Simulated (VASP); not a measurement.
A run of VASP 6.6.1 is set up as follows.

Contents of INCAR:

```
PREC = Accurate
ENCUT = 600
EDIFF = 1E-7
ISMEAR = 0
SIGMA = 0.1
LREAL = F
LASPH = T
NELM = 100
ALGO = Normal
ISIF = 3
LWAVE = F
LCHARG = F
GGA = PE
IBRION = 2
NSW = 90
EDIFFG = -0.04
```

KPOINTS

```
regular mesh
0
Gamma
  4 4 4
```

Contents of POSCAR:

```
AgBr2
1.0
    4.4352094300      0.0000000000      0.0000000000
    0.0000000000      4.4352094300      0.0000000000
    0.0000000000      0.0000000000      6.2723333200
Ag Br
1 2
Direct
    0.0000000000      0.0000000000      0.0000000000
    0.5000000000      0.0000000000      0.2500000000
    0.0000000000      0.5000000000      0.7500000000
```

Potentials or basis: VASP PAW PBE potentials, release 64 (Ag, Br).

Launch:

```console
$ cat potpaw_PBE.64/Ag/POTCAR potpaw_PBE.64/Br/POTCAR > POTCAR
$ mpirun -np 1 vasp_std > vasp.out
```

(1) What does it give for the band gap on the k mesh?

(2) Estimate the relaxed cell.

(3) Estimate the relaxed volume.

(4) Estimate the space group after relaxing (to 0.1 Å).

Results:

(1) zero (an odd number of electrons rules out a gap without spin polarisation).

(2) a = 3.690 Å, b = 3.690 Å, c = 7.616 Å, α = 90.00°, β = 90.00°, γ = 90.00°.

(3) 34.57 Å³/atom.

(4) P-4m2 (No. 115).

Caveat: the cell differs from its parent crystal (atoms taken out); the volume moved by over 15 % at a fixed basis, so the end points are rough; this functional lacks dispersion, which binds the layers, so the pressure and a relaxed spacing across them are unreliable; an odd number of electrons without spin polarisation forces a metal; a magnetic or distorted state may lie lower.
